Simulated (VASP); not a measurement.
Here is a VASP 6.6.1 calculation.

The input INCAR:

```
SYSTEM = CuSi16
PREC = Accurate ; ENCUT = 520
EDIFF = 1E-6 ; ISMEAR = 0
SIGMA = 0.05 ; LREAL = Auto
LASPH = .True. ; NELM = 60
ALGO = Normal ; ISIF = 2
LWAVE = .False. ; LCHARG = .False.
GGA = PE ; IBRION = 2
NSW = 80 ; EDIFFG = -0.03
NELECT = 74.0
```

The input KPOINTS:

```
regular mesh
0
Gamma
  2 2 2
  0 0 0
```

POSCAR

```
CuSi16
1.0
    0.0000000000      5.4300000000      5.4300000000
    5.4300000000      0.0000000000      5.4300000000
    5.4300000000      5.4300000000      0.0000000000
Si Cu
16 1
Direct
    0.0000000000      0.0000000000      0.0000000000
    0.1250000000      0.1250000000      0.1250000000
    0.0000000000      0.0000000000      0.5000000000
    0.1250000000      0.1250000000      0.6250000000
    0.0000000000      0.5000000000      0.0000000000
    0.1250000000      0.6250000000      0.1250000000
    0.0000000000      0.5000000000      0.5000000000
    0.1250000000      0.6250000000      0.6250000000
    0.5000000000      0.0000000000      0.0000000000
    0.6250000000      0.1250000000      0.1250000000
    0.5000000000      0.0000000000      0.5000000000
    0.6250000000      0.1250000000      0.6250000000
    0.5000000000      0.5000000000      0.0000000000
    0.6250000000      0.6250000000      0.1250000000
    0.5000000000      0.5000000000      0.5000000000
    0.6250000000      0.6250000000      0.6250000000
    0.2524355100      0.2639814400      1.2425445500
```

Potentials or basis: VASP PAW PBE potentials, release 64 (Si, Cu).

Run with:

```bash
$ cat potpaw_PBE.64/Si/POTCAR potpaw_PBE.64/Cu/POTCAR > POTCAR
$ mpirun -np 1 vasp_std > vasp.out
```

(1) Estimate the energy gained by relaxing.

## Answers

(1) 9.0 meV/atom.

Caveat: the k points lie up to 0.50 Å⁻¹ apart; the cell carries a net charge on a neutralising background, which shifts energy and pressure.
